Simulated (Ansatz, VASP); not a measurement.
# Si4C in VASP and in Ansatz

```
Si C
1.0
    -3.24714    3.24714    1.47379
     3.24714   -3.24714    1.47379
     3.24714    3.24714   -1.47379
Si C
4 1
Direct
  0.76775 0.50000 0.26775
  0.23225 0.50000 0.73225
  0.50000 0.76775 0.26775
  0.50000 0.23225 0.73225
  0.00000 0.00000 0.00000
```

Alike in both runs: task relaxation of cell and atoms; functional PBE; k mesh 14 × 14 × 14; occupations gaussian, width 0.1 eV; no spin polarisation.

|  | VASP | Ansatz |
| --- | --- | --- |
| version | VASP 6.6.1 | Ansatz 0.2.0 |
| potentials or method | VASP PAW PBE potentials, release 64 (Si, C), cutoff 600 eV | scalar-relativistic, plane waves, PAW |
| valence electrons in the cell | 20 | 20 |

|  | VASP | Ansatz | Ansatz less VASP |
| --- | --- | --- | --- |
| gap on the k mesh at the Fermi level, each at its own relaxed structure (eV) | none | none | - |
| relaxed volume (Å³/atom) | 12.44 | 12.45 | +0.007 |
| relaxed cell length with the largest relative difference (Å) | 4.847 | 4.848 | +0.0011 |

A gap of «none» marks a metal or a gap that the smearing closes.
